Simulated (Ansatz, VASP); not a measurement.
## Two plane-wave programs on In

```
In
1.0
     3.33548    0.00000    0.00000
    -1.66774    2.88861    0.00000
     0.00000    0.00000    5.50914
In
2
Direct
  0.66667 0.33333 0.75000
  0.33333 0.66667 0.25000
```

Alike in both runs: task relaxation of cell and atoms; functional RPBE; dispersion D4; k mesh 9 × 9 × 5; occupations fermi-dirac, width 0.05 eV; no spin polarisation.

```csv
,VASP,Ansatz
version,VASP 6.6.1,Ansatz 0.2.0
potentials or method,"VASP PAW PBE potentials, release 64 (In_d)",Ansatz PAW
plane-wave cutoff (eV),500,420
valence electrons in the cell,26,26
```

```tsv
	VASP	Ansatz	Ansatz less VASP
gap on the k mesh at the Fermi level, each at its own relaxed structure (eV)	none	none	-
relaxed volume (Å³/atom)	26.28	26.29	+0.016
relaxed cell length with the largest relative difference (Å)	3.338	3.338	+0.0009
```

VASP's potentials were made for PBE, not for RPBE. A gap of «none» marks a metal or a gap that the smearing closes.

Noted on Ansatz's run: the plane-wave basis is chosen anew once the cell has moved, so the energies of steps on either side of that aren't comparable.
